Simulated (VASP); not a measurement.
Sb, 2 atoms in the cell. It takes space group R-3m (No. 166, trigonal). The conventional cell has a = 4.136 Å, b = 4.136 Å, c = 11.274 Å, α = 90.00°, β = 90.00°, γ = 120.00°. Within 3.7 Å of Sb (site symmetry 3m) lie 6 Sb at 2.82 to 3.28 Å. 

| Property | Result |
| --- | --- |
| Program | VASP 6.6.1 |
| Task | single point |
| Functional | PBEsol |
| Potentials or basis | VASP PAW PBE potentials, release 64 (Sb) |
| Cutoff | 500 eV |
| k mesh | 8 × 8 × 8 |
| Occupations | fermi-dirac, width 0.05 eV |
| Spin | no spin polarisation |
| Dipole correction | no |
| Further INCAR settings | ALGO = Normal; EDIFF = 1e-06; NBANDS = 12 |

Potentials or basis: VASP PAW PBE potentials, release 64 (Sb).

Run with:

```sh
$ cat potpaw_PBE.64/Sb/POTCAR > POTCAR
$ mpirun -np 1 vasp_std > vasp.out
```

Hardware: 1 thread of AMD EPYC 7R13 Processor (Zen 3) (shared host).

Q: Estimate the wall time of this run.

A: It took 30 s on 1 thread of AMD EPYC 7R13 Processor (Zen 3), on a shared host, peak memory 0.16 GiB. Counts: scf iterations 10, k points 65.
